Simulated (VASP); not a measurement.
# ZrSe2 (P-3m1) in VASP: further runs

The runs below take ZrSe2 through single point, with PBE0, PBE.

All numbers are computed with VASP 6.6.1; they aren't measurements. Logs are shortened: lines on timing, memory, paths and dates and some standing lists are left out, and cuts for length are marked.

**Experimental background.**

From “Stress-Tuned Optical Transitions in Layered 1T-MX2 (M= Hf, Zr, Sn; X= S, Se) Crystals”, 2022, arxiv:2210.12074, for a bulk crystal of ZrSe2: band gap 1.2 eV (indirect).

The results are compared with them further down.

**1. The cell of the first run**

It takes space group P-3m1 (No. 164, trigonal). Conventional cell: a = 3.789 Å, b = 3.789 Å, c = 6.181 Å, α = 90.00°, β = 90.00°, γ = 120.00°. Zr (site symmetry -3m) has 6 Se at 2.69 Å within 3.5 Å. Within 3.5 Å of Se (site symmetry 3m) lie 3 Zr at 2.69 Å.

**2. Single point, PBE0**

POSCAR

```
ZrSe2
1.0
    3.7893855200      0.0000000000      0.0000000000
   -1.8946927600      3.2817041251      0.0000000000
    0.0000000000      0.0000000000      6.1806783018
Zr Se
1 2
Direct
    0.0000000000      0.0000000000      0.0000000000
    0.3333333333      0.6666666667      0.2537453253
    0.6666666667      0.3333333333      0.7462546747
```

INCAR.step1

```
SYSTEM = ZrSe2
PREC = Accurate ; ENCUT = 400
EDIFF = 1E-5 ; ISMEAR = 0
SIGMA = 0.01 ; LREAL = .FALSE.
LASPH = .TRUE. ; NELM = 120
ALGO = Normal ; ISIF = 2
LWAVE = .TRUE. ; LCHARG = .FALSE.
NBANDS = 19 ; GGA = PE
GGA_COMPAT = .FALSE.
```

INCAR.step2

```
SYSTEM = ZrSe2
PREC = Accurate ; ENCUT = 400
EDIFF = 1E-6 ; ISMEAR = 0
SIGMA = 0.01 ; LREAL = .FALSE.
LASPH = .TRUE. ; NELM = 120
ALGO = Normal ; ISIF = 2
LWAVE = .FALSE. ; LCHARG = .FALSE.
GGA = PE ; LHFCALC = .TRUE.
AEXX = 0.25 ; PRECFOCK = Normal
NBANDS = 19 ; ISTART = 1
GGA_COMPAT = .FALSE.
```

KPOINTS

```
regular mesh
0
G
  6 6 4
  0 0 0
```

Potentials or basis: VASP PAW PBE potentials, release 64 (Zr_sv, Se).

Started as:

```
$ cat potpaw_PBE.64/Zr_sv/POTCAR potpaw_PBE.64/Se/POTCAR > POTCAR
$ cp INCAR.step1 INCAR
$ mpirun -np 1 vasp_std > vasp.out
$ cp INCAR.step2 INCAR
$ mpirun -np 1 vasp_std > vasp.out
```

OUTCAR:

```text
SYSTEM = ZrSe2
   PREC = Accurate
   ENCUT = 400
   EDIFF = 1E-6
   ISMEAR = 0
   LREAL = .FALSE.
   LASPH = .TRUE.
   NELM = 120
   ISIF = 2
   GGA = PE
   LHFCALC = .TRUE.
   AEXX = 0.25
   PRECFOCK = Normal
   ISTART = 1

 ion  position               nearest neighbor table
   1  0.000  0.000  0.000-   2 2.69   3 2.69   3 2.69   2 2.69   3 2.69   2 2.69
   2  0.333  0.667  0.254-   1 2.69   1 2.69   1 2.69
   3  0.667  0.333  0.746-   1 2.69   1 2.69   1 2.69

  LATTYP: Found a hexagonal cell.
 ALAT       =     3.7893855200
 C/A-ratio  =     1.6310502769

  Lattice vectors:

 A1 = (   3.7893855200,   0.0000000000,   0.0000000000)
 A2 = (  -1.8946927600,   3.2817041251,   0.0000000000)
 A3 = (   0.0000000000,   0.0000000000,   6.1806783018)

Analysis of symmetry for initial positions (statically):
=====================================================================
 Subroutine PRICEL returns:
 Original cell was already a primitive cell.

 Routine SETGRP: Setting up the symmetry group for a
 hexagonal supercell.

 Subroutine GETGRP returns: Found 12 space group operations
 (whereof 12 operations were pure point group operations)
 out of a pool of 24 trial point group operations.

The static configuration has the point symmetry D_3d.

Analysis of symmetry for dynamics (positions and initial velocities):
=====================================================================
 Subroutine PRICEL returns:
 Original cell was already a primitive cell.

 Routine SETGRP: Setting up the symmetry group for a
 hexagonal supercell.

 Subroutine GETGRP returns: Found 12 space group operations
 (whereof 12 operations were pure point group operations)
 out of a pool of 24 trial point group operations.

The dynamic configuration has the point symmetry D_3d.

 Subroutine INISYM returns: Found 12 space group operations
 (whereof 12 operations are pure point group operations),
 and found     1 'primitive' translations

----------------------------------------------------------------------------------------

                                     Primitive cell

  volume of cell :      76.8607

  direct lattice vectors                    reciprocal lattice vectors
     3.789385520  0.000000000  0.000000000     0.263895029  0.152359866  0.000000000
    -1.894692760  3.281704125  0.000000000     0.000000000  0.304719732  0.000000000
     0.000000000  0.000000000  6.180678302     0.000000000  0.000000000  0.161794540

  length of vectors
     3.789385520  3.789385520  6.180678302     0.304719732  0.304719732  0.161794540

  position of ions in fractional coordinates (direct lattice)
     0.000000000  0.000000000  0.000000000
     0.333333333  0.666666667  0.253745325
     0.666666667  0.333333333  0.746254675

  ion indices of the primitive-cell ions
   primitive index   ion index
                 1           1
                 2           2
                 3           3

----------------------------------------------------------------------------------------

 KPOINTS: regular mesh

Automatic generation of k-mesh.
 Grid dimensions read from file:
 generate k-points for:    6    6    4

 Generating k-lattice:

  Cartesian coordinates                     Fractional coordinates (reciprocal lattice)
     0.043982505  0.025393311  0.000000000     0.166666667 -0.000000000  0.000000000
     0.000000000  0.050786622  0.000000000     0.000000000  0.166666667  0.000000000
     0.000000000  0.000000000  0.040448635     0.000000000  0.000000000  0.250000000

  Length of vectors
     0.050786622  0.050786622  0.040448635

  Shift w.r.t. Gamma in fractional coordinates (k-lattice)
     0.000000000  0.000000000  0.000000000

 Subroutine IBZKPT returns following result:
 ===========================================

 Found     24 irreducible k-points:

 Following reciprocal coordinates:
            Coordinates               Weight
  0.000000  0.000000  0.000000      1.000000
  0.166667  0.000000  0.000000      6.000000
  0.333333  0.000000  0.000000      6.000000
  0.500000  0.000000  0.000000      3.000000
  0.166667  0.166667  0.000000      6.000000
  0.333333  0.166667  0.000000     12.000000
[... 16 lines left out ...]
  0.333333  0.166667  0.500000     12.000000
  0.333333  0.333333  0.500000      2.000000
   k-points           NKPTS =     24   k-points in BZ     NKDIM =    144   number of bands    NBANDS=     19
   number of dos      NEDOS =    301   number of ions     NIONS =      3
   total plane-waves  NPLWV =  31360
   dimension x,y,z NGX =    28 NGY =   28 NGZ =   40
   dimension x,y,z NGXF=    56 NGYF=   56 NGZF=   80
   ions per type =               1   2
   NGX,Y,Z   is equivalent  to a cutoff of  12.28, 12.28, 10.76 a.u.
   NGXF,Y,Z  is equivalent  to a cutoff of  24.57, 24.57, 21.52 a.u.
 SYSTEM =  ZrSe2
   PREC   = accura    normal or accurate (medium, high low for compatibility)
   ISTART =      1    job   : 0-new  1-cont  2-samecut
   ICHARG =      0    charge: 1-file 2-atom 10-const
   ISPIN  =      1    spin polarized calculation?
   LNONCOLLINEAR =      F non collinear calculations
   LSORBIT =      F    spin-orbit coupling
   LASPH  =      T    aspherical Exc in radial PAW
   ENCUT  =  400.0 eV  29.40 Ry    5.42 a.u.   6.18  6.18 10.08*2*pi/ulx,y,z
   NELM   =    120;   NELMIN=  2; NELMDL=  0     # of ELM steps
   EDIFF  = 0.1E-05   stopping-criterion for ELM
   LREAL  =      F    real-space projection
   EDIFFG = 0.1E-04   stopping-criterion for IOM
   NSW    =      0    number of steps for IOM
   IBRION =     -1    ionic relax: 0-MD 1-quasi-New 2-CG
   NFREE  =      0    steps in history (QN), initial steepest desc. (CG)
   ISIF   =      2    stress and relaxation
   ISYM   =      3    0-nonsym 1-usesym 2-fastsym
   POTIM  = 0.5000    time-step for ionic-motion
   TEBEG  =    0.0;   TEEND  =   0.0 temperature during run
   PSTRESS=    0.0 pullay stress
   NELECT =      24.0000    total number of electrons
   NUPDOWN=      -1.0000    fix difference up-down
   EMIN   =  10.00;   EMAX   =-10.00  energy-range for DOS
   EFERMI =   0.00;   METHOD = LEGACY
   ISMEAR =     0;   SIGMA  =   0.01  broadening in eV -4-tet -1-fermi 0-gaus
   EFERMI_NEDOS =   21; number of points for ismear=-14 and -15
   IALGO  =     38    algorithm
   IMIX   =      1    mixing-type and parameters
     AMIX     =   0.40;   BMIX     =  1.00
     AMIX_MAG =   1.60;   BMIX_MAG =  1.00
  volume/ion in A,a.u.               =      25.62       172.89
  Fermi-wavevector in a.u.,A,eV,Ry     =   1.110650  2.098824 16.783370  1.233543
  Thomas-Fermi vector in A             =   2.247204
   LORBIT       =      0    0 simple, 1 ext, 2 COOP (PROOUT), +10 PAW based schemes
   GGA     = PE    functional components
   LHFCALC =     T    Hartree Fock is set to
   PRECFOCK=normal    Normal, Fast or Accurate (Low or Medium for compatibility)
   ENCUT4O =  -1.0   cutoff for four orbital integrals eV
   NKREDX  =     1    reduce k-point grid by
   NKREDY  =     1    reduce k-point grid by
   NKREDZ  =     1    reduce k-point grid by
   AEXX    =    0.2500 exact exchange contribution
   HFSCREEN=    0.0000 screening length (either q_TF or 0.3 A-1)
   HFSCREENC=   0.0000 screening length for correlation (either q_TF or 0.3 A-1)
   ENCUTFOCK=  -1.0 apply spherical cutoff to Coloumb kernel
   IVDW    =     0    specifies the selected vdW correction
   LEPSILON=     F    determine dielectric tensor
   LRPA    =     F    only Hartree local field effects (RPA)
 non-spin polarized calculation
 Gauss-broadening in eV      SIGMA  =   0.01
  energy-cutoff  :      400.00
  volume of cell :       76.86
 maximum number of plane-waves:      1412
 NGX is ok and might be reduce to    28
  NGX = 20; NGY = 20; NGZ = 32

 number of electron      24.0000000 magnetization

 Free energy of the ion-electron system (eV)
  ---------------------------------------------------
  ext. energy  EPLUGINS =         0.00000000
  ---------------------------------------------------
  free energy    TOTEN  =       -25.39020668 eV

  energy without entropy =      -25.39020668  energy(sigma->0) =      -25.39020668

 E-fermi :   3.6442     XC(G=0):  -7.5111

 val. band max:        3.5565230443   @ k =   0.0000   0.0000   0.0000
 cond. band min:       5.1867520198   @ k =   0.5000   0.0000   0.5000
 fundamental gap:      1.6302289755
 Fermi energy:         3.6441815117

 k-point     1 :       0.0000    0.0000    0.0000
  band No.  band energies     occupation
      1     -49.6232      2.00000
      2     -26.2628      2.00000
      3     -26.1273      2.00000
      4     -26.1273      2.00000
      5     -11.0789      2.00000
      6      -9.6417      2.00000
[... 11 lines left out ...]
     18       9.8666      0.00000
     19      10.0386      0.00000

 k-point     2 :       0.1667    0.0000    0.0000
  band No.  band energies     occupation
      1     -49.6196      2.00000
      2     -26.2506      2.00000
      3     -26.1838      2.00000
      4     -26.1398      2.00000
      5     -10.8042      2.00000
      6      -9.6675      2.00000
[... 11 lines left out ...]
     18      11.2210      0.00000
     19      11.8624      0.00000

 k-point     3 :       0.3333    0.0000    0.0000
  band No.  band energies     occupation
      1     -49.6124      2.00000
      2     -26.2957      2.00000
      3     -26.2252      2.00000
      4     -26.1643      2.00000
      5     -10.2026      2.00000
      6      -9.7032      2.00000
[... 11 lines left out ...]
     18      11.8141      0.00000
     19      12.4112      0.00000

 k-point     4 :       0.5000    0.0000    0.0000
  band No.  band energies     occupation
      1     -49.6087      2.00000
      2     -26.3505      2.00000
      3     -26.2127      2.00000
      4     -26.1764      2.00000
      5      -9.9333      2.00000
      6      -9.6388      2.00000
[... 407 lines left out ...]
     18      12.6043      0.00000
     19      13.0446      0.00000

 k-point    23 :       0.3333    0.1667    0.5000
  band No.  band energies     occupation
      1     -49.6088      2.00000
      2     -26.3210      2.00000
      3     -26.2142      2.00000
      4     -26.2052      2.00000
      5      -9.9350      2.00000
      6      -9.6318      2.00000
[... 11 lines left out ...]
     18      11.3998      0.00000
     19      12.2637      0.00000

 k-point    24 :       0.3333    0.3333    0.5000
  band No.  band energies     occupation
      1     -49.6070      2.00000
      2     -26.2804      2.00000
      3     -26.2804      2.00000
      4     -26.2076      2.00000
      5      -9.7007      2.00000
      6      -9.7007      2.00000
[... 11 lines left out ...]
     18      12.7343      0.00000
     19      12.7343      0.00000

------------------------ aborting loop because EDIFF is reached ----------------------------------------

  FORCE on cell =-STRESS in cart. coord.  units (eV):
  Direction    XX          YY          ZZ          XY          YZ          ZX
  --------------------------------------------------------------------------------------
  -------------------------------------------------------------------------------------
  Total       -0.0391160     -0.0391160      0.2036528      0.0000000     -0.0000000      0.0000000
  in kB       -0.8153804     -0.8153804      4.2451859      0.0000000     -0.0000000      0.0000000
  external PRESSURE =       0.8714750 kB  Pullay stress =       0.0000000 kB

 VOLUME and BASIS-vectors are now :
 -----------------------------------------------------------------------------
  energy-cutoff  :      400.00
  volume of cell :       76.86
      direct lattice vectors                 reciprocal lattice vectors
     3.789385520  0.000000000  0.000000000     0.263895029  0.152359866  0.000000000
    -1.894692760  3.281704125  0.000000000     0.000000000  0.304719732  0.000000000
     0.000000000  0.000000000  6.180678302     0.000000000  0.000000000  0.161794540

 POSITION                                       TOTAL-FORCE (eV/Angst)
 -----------------------------------------------------------------------------------
      0.00000      0.00000      0.00000         0.000000      0.000000      0.000000
     -0.00000      2.18780      1.56832         0.000000     -0.000000     -0.148409
      1.89469      1.09390      4.61236        -0.000000      0.000000      0.148409
 -----------------------------------------------------------------------------------
    total drift:                                0.000000     -0.000000      0.000000

  FREE ENERGIE OF THE ION-ELECTRON SYSTEM (eV)
  ---------------------------------------------------
  free  energy   TOTEN  =       -25.3902066835 eV

  energy  without entropy=      -25.3902066835  energy(sigma->0) =      -25.39020668
```

Run time: 41 min. Hardware: 1 thread of Intel Xeon 6975P-C (Granite Rapids), shared host; peak memory 0.2 GiB.

What came out:

```yaml
Free_energy: -25.3902 eV
Pressure: 0.1 GPa
Largest_force: 0.148 eV/Å
Band_gap_on_the_k_mesh: 1.63 eV (least direct gap 2.47 eV)
```

Forces in eV/Å, atoms in the order of the input:
```
Zr   0.000  0.000  0.000
Se   0.000  0.000 -0.148
Se   0.000  0.000  0.148
```

Stress tensor (GPa, compression positive):
```
-0.08  0.00  0.00
 0.00 -0.08  0.00
 0.00  0.00  0.42
```

Caveat: the PAW data sets were made with another functional, which shifts forces and pressure a little; this functional lacks dispersion, which binds layers or chains, so the pressure and a relaxed spacing across them are unreliable.

**3. Single point, PBE, non-collinear spin, zero start, spin-orbit coupling**

INCAR

```
SYSTEM = ZrSe2
PREC = Accurate
ENCUT = 500
EDIFF = 1E-6
ISMEAR = -1
SIGMA = 0.02
LREAL = .FALSE.
LASPH = .TRUE.
NELM = 200
ALGO = Normal
ISIF = 2
LWAVE = .FALSE.
LCHARG = .FALSE.
LNONCOLLINEAR = .TRUE.
MAGMOM = 0 0 0 0 0 0 0 0 0
LORBIT = 11
LSORBIT = .TRUE.
GGA_COMPAT = .FALSE.
LORBMOM = .TRUE.
LMAXMIX = 4
GGA = PE
NBANDS = 37
```

KPOINTS

```
Automatic mesh
0
G
  12 12 4
  0 0 0
```

POSCAR is that of step 2.

Potentials or basis: VASP PAW PBE potentials, release 64 (Zr_sv, Se).

Started as:

```
$ cat potpaw_PBE.64/Zr_sv/POTCAR potpaw_PBE.64/Se/POTCAR > POTCAR
$ mpirun -np 1 vasp_ncl > vasp.out
```

Wall time 8.6 min (1 thread of Oxide Virtual Turin-like, shared host); peak memory 0.47 GiB.

It converged, with:

```yaml
Free_energy: -19.6838 eV
Pressure: 1.5 GPa
Largest_force: 0.135 eV/Å
Net_moment: 0.00 μB per cell
Valence_electrons_inside_the_program's_atomic_spheres: Zr 9.64; Se 3.89
```

Forces in eV/Å, atoms in the order of the input:
```
Zr   0.000  0.000  0.000
Se   0.000  0.000  0.135
Se   0.000  0.000 -0.135
```

Stress tensor (GPa, compression positive):
```
1.10 0.00 0.00
0.00 1.10 0.00
0.00 0.00 2.34
```

Moments on the atoms (μB; x, y, z):
```
Zr  0.00 0.00 0.00
Se  0.00 0.00 0.00
Se  0.00 0.00 0.00
```

Caveat: this functional lacks dispersion, which binds layers or chains, so the pressure and a relaxed spacing across them are unreliable.

**4. Against experiment**

Step 2. Against the measured gap of ZrSe2, 1.2 eV (indirect; quoted in “Stress-Tuned Optical Transitions in Layered 1T-MX2 (M= Hf, Zr, Sn; X= S, Se) Crystals”, 2022, arxiv:2210.12074), the calculated 1.63 eV is off by +0.43 eV. Spin-orbit coupling on Se, Zr is left out. The value is that of PBE0 on a finite k mesh, which can miss the band edges, without temperature or zero-point motion.
